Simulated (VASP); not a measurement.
A run of VASP 6.6.1:

File INCAR:

```
SYSTEM = SnO2
ALGO = Normal ; EDIFF = 1E-6
ENCUT = 520 ; GGA = PE
ISIF = 2 ; ISMEAR = 0
IVDW = 12 ; LASPH = .TRUE.
LCHARG = .TRUE. ; LELF = .TRUE.
LREAL = .FALSE. ; LVHAR = .TRUE.
LWAVE = .FALSE. ; NBANDS = 35
NELM = 100 ; PREC = Accurate
SIGMA = 0.05
```

The input KPOINTS:

```
k-points
0
G
  12 12 4
  0 0 0
```

File POSCAR:

```
SnO2
1.0
    3.2914593056      0.0000000000      0.0000000000
   -1.6457296528      2.8504873742      0.0000000000
    0.0000000000      0.0000000000     10.5913895093
Sn O
2 4
Direct
   -0.1559678954      0.0000000000      0.5000000000
    0.1559678954      0.0000000000      0.0000000000
    0.5087184888      0.3333333333      0.4017901351
    0.8246148446      0.3333333333      0.0982098649
    0.1753851554      0.6666666667      0.5982098649
    0.4912815112      0.6666666667      0.9017901351
```

Potentials or basis: VASP PAW PBE potentials, release 64 (Sn_d, O).

Run with:

```sh
$ cat potpaw_PBE.64/Sn_d/POTCAR potpaw_PBE.64/O/POTCAR > POTCAR
$ mpirun -np 1 vasp_std > vasp.out
```

Hardware: 1 thread of Intel(R) Xeon(R) 6975P-C (Granite Rapids), on a shared host.

Question: Estimate the wall time of this run.

Answer: Run time: 3.2 min on 1 thread of Intel(R) Xeon(R) 6975P-C (Granite Rapids), on a shared host, peak memory 0.45 GiB. Counts: scf iterations 14, k points 129.
